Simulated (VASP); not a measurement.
# Cl (P6/mmm) in VASP: notebook, part 2 of 2

VASP 6.6.1. Earlier steps stand in the parts before.

## (5) Single point, PBE

This run uses another cell than the first one, of 30.74 Å³/atom.

The input, INCAR:

```
SYSTEM = Cl
PREC = Accurate
ENCUT = 520
EDIFF = 1E-6
ISMEAR = -1
SIGMA = 0.1
LREAL = .FALSE.
LASPH = .TRUE.
NELM = 60
ALGO = Normal
ISIF = 2
LWAVE = .FALSE.
LCHARG = .FALSE.
GGA = PE
NBANDS = 10
```

The input, KPOINTS:

```
Automatic mesh
0
G
  14 14 13
  0 0 0
```

The input, POSCAR:

```
Cl
1.0
    3.9200280163      0.0000000000      0.0000000000
   -1.9600140081      3.3948438457      0.0000000000
    0.0000000000      0.0000000000      2.3101257844
Cl
1
Direct
    0.0000000000      0.0000000000      0.0000000000
```

Potentials or basis: VASP PAW PBE potentials, release 64 (Cl).

On the command line:

```
cat potpaw_PBE.64/Cl/POTCAR > POTCAR
mpirun -np 1 vasp_std > vasp.out
```

OUTCAR:

```text
SYSTEM = Cl
   PREC = Accurate
   ENCUT = 520
   EDIFF = 1E-6
   ISMEAR = -1
   LREAL = .FALSE.
   LASPH = .TRUE.
   NELM = 60
   ISIF = 2
   GGA = PE

 ion  position               nearest neighbor table
   1  0.000  0.000  0.000-

  LATTYP: Found a hexagonal cell.
 ALAT       =     3.9200280163
 C/A-ratio  =     0.5893135903

  Lattice vectors:

 A1 = (   3.9200280163,   0.0000000000,   0.0000000000)
 A2 = (  -1.9600140081,   3.3948438457,   0.0000000000)
 A3 = (   0.0000000000,   0.0000000000,   2.3101257844)

Analysis of symmetry for initial positions (statically):
=====================================================================
 Subroutine PRICEL returns:
 Original cell was already a primitive cell.

 Routine SETGRP: Setting up the symmetry group for a
 hexagonal supercell.

 Subroutine GETGRP returns: Found 24 space group operations
 (whereof 24 operations were pure point group operations)
 out of a pool of 24 trial point group operations.

The static configuration has the point symmetry D_6h.

Analysis of symmetry for dynamics (positions and initial velocities):
=====================================================================
[... 158 lines left out ...]
 val. band max:       -1.0475057771   @ k =   0.2857   0.1429   0.4615
 cond. band min:      -1.0215668822   @ k =   0.4286   0.0714   0.4615
 fundamental gap:      0.0259388949
 Fermi energy:        -1.0449074765

 k-point     1 :       0.0000    0.0000    0.0000
  band No.  band energies     occupation
      1     -16.9405      2.00000
      2      -3.3034      2.00000
      3      -3.3034      2.00000
      4       3.6063      0.00000
      5       4.8445      0.00000
      6      10.0016      0.00000
      7      10.0016      0.00000
      8      13.5619      0.00000
      9      14.3962      0.00000
     10      22.8209      0.00000
[... 287 lines left out ...]
 k-point    24 :       0.3571    0.2857    0.0000
  band No.  band energies     occupation
      1     -16.7688      2.00000
      2      -4.2854      2.00000
      3      -4.0952      2.00000
      4       3.6508      0.00000
      5       8.4386      0.00000
      6       8.9889      0.00000
      7      11.7661      0.00000
      8      14.8613      0.00000
      9      16.2291      0.00000
     10      17.1970      0.00000

 [... further k-points ...]
[... 5 lines left out ...]
  --------------------------------------------------------------------------------------
  -------------------------------------------------------------------------------------
  Total       -0.0094329     -0.0094329     -0.0452952     -0.0000000      0.0000000      0.0000000
  in kB       -0.4916004     -0.4916004     -2.3605756     -0.0000000      0.0000000      0.0000000
  external PRESSURE =      -1.1145921 kB  Pullay stress =       0.0000000 kB

 VOLUME and BASIS-vectors are now :
 -----------------------------------------------------------------------------
  energy-cutoff  :      520.00
  volume of cell :       30.74
      direct lattice vectors                 reciprocal lattice vectors
     3.920028016  0.000000000  0.000000000     0.255100218  0.147282179  0.000000000
    -1.960014008  3.394843846  0.000000000     0.000000000  0.294564359  0.000000000
     0.000000000  0.000000000  2.310125784     0.000000000  0.000000000  0.432876862

 POSITION                                       TOTAL-FORCE (eV/Angst)
 -----------------------------------------------------------------------------------
      0.00000      0.00000      0.00000         0.000000      0.000000      0.000000
 -----------------------------------------------------------------------------------
    total drift:                                0.000000      0.000000      0.000000

  FREE ENERGIE OF THE ION-ELECTRON SYSTEM (eV)
  ---------------------------------------------------
  free  energy   TOTEN  =        -1.6796945713 eV

  energy  without entropy=       -1.6502898624  energy(sigma->0) =       -1.66499222
```

OSZICAR:

```text
N       E                     dE             d eps       ncg     rms          rms(c)
DAV:   1     0.236367201751E+02    0.23637E+02   -0.27738E+03  3360   0.516E+02
DAV:   2    -0.665564899251E+00   -0.24302E+02   -0.23139E+02  4262   0.100E+02
DAV:   3    -0.173825465188E+01   -0.10727E+01   -0.10558E+01  4128   0.206E+01
DAV:   4    -0.174332774367E+01   -0.50731E-02   -0.50721E-02  4526   0.169E+00
DAV:   5    -0.174335325156E+01   -0.25508E-04   -0.25508E-04  4246   0.103E-01    0.692E+00
DAV:   6    -0.169559739377E+01    0.47756E-01   -0.33731E-02  3996   0.106E+00    0.440E+00
DAV:   7    -0.168013172960E+01    0.15466E-01   -0.58329E-02  4046   0.143E+00    0.260E-01
DAV:   8    -0.167969674002E+01    0.43499E-03   -0.36450E-03  3662   0.382E-01    0.105E-01
DAV:   9    -0.167968785501E+01    0.88850E-05   -0.13930E-04  4478   0.789E-02    0.219E-02
DAV:  10    -0.167969458696E+01   -0.67319E-05   -0.10398E-05  3778   0.232E-02    0.128E-02
DAV:  11    -0.167969457127E+01    0.15689E-07   -0.20173E-07  3522   0.339E-03
   1 F= -.16796946E+01 E0= -.16649922E+01  d E =-.294047E-01
```

stdout:

```text
POSCAR found type information on POSCAR Cl
 POSCAR found :  1 types and       1 ions
 scaLAPACK will be used
 LDA part: xc-table for (Slater+PW92), standard interpolation
 POSCAR, INCAR and KPOINTS ok, starting setup
 FFT: planning ... GRIDC
 FFT: planning ... GRID_SOFT
 FFT: planning ... GRID
 WAVECAR not read
 entering main loop
```

Wall time 25 s (1 thread of Intel Xeon 6975P-C (Granite Rapids), shared host); peak memory 0.17 GiB.

What came out:

```
Free energy            : -1.6797 eV
Pressure               : -0.1 GPa
Band gap on the k mesh : zero (an odd number of electrons rules out a gap without spin polarisation)
```

Stress tensor (GPa, compression positive):
```
-0.05  0.00  0.00
 0.00 -0.05  0.00
 0.00  0.00 -0.24
```

Levels at points of the mesh, in eV from the Fermi level:
| k point | band 1 | band 2 | band 3 | band 4 | band 5 | band 6 |
| --- | --- | --- | --- | --- | --- | --- |
| (0.00, 0.00, 0.00) | -15.90 | -2.26 | -2.26 | 4.65 | 5.89 | 11.05 |
| (0.50, 0.00, 0.00) | -15.74 | -3.52 | -2.53 | 4.69 | 7.72 | 11.30 |

Caveat: an odd number of electrons without spin polarisation forces a metal; a magnetic or distorted state may lie lower.

The gap in the log of VASP goes by the Fermi energy; the results here count the filled bands.